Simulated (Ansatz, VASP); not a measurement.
TiSn in VASP and in Ansatz

```
CELL_PARAMETERS angstrom
0.00000 2.80055 2.80055
2.80055 0.00000 2.80055
2.80055 2.80055 0.00000
ATOMIC_POSITIONS crystal
Ti 0.00000 0.00000 0.00000
Sn 0.50000 0.50000 0.50000
```

Alike in both runs: functional BLYP; k mesh 5 × 5 × 5; occupations fermi-dirac, width 0.05 eV; no spin polarisation.

|  | VASP | Ansatz |
| --- | --- | --- |
| version | VASP 6.6.1 | Ansatz 0.2.0 |
| potentials or method | VASP PAW PBE potentials, release 64 (Ti_sv, Sn_d) | Ansatz PAW |
| plane-wave cutoff (eV) | 520 | 420 |
| valence electrons in the cell | 26 | 26 |
| task | single point | band structure |

```csv
,VASP,Ansatz,Ansatz less VASP
gap on the k mesh at the Fermi level (eV),none,none,-
pressure (GPa),4.1,4.0,-0.11
```

VASP's potentials were made for PBE, not for BLYP. A gap of «none» marks a metal or a gap that the smearing closes. With one functional, cell and mesh, what is left measures potentials, basis and numerics.

The k mesh is coarse, so the values compare programs but aren't converged.
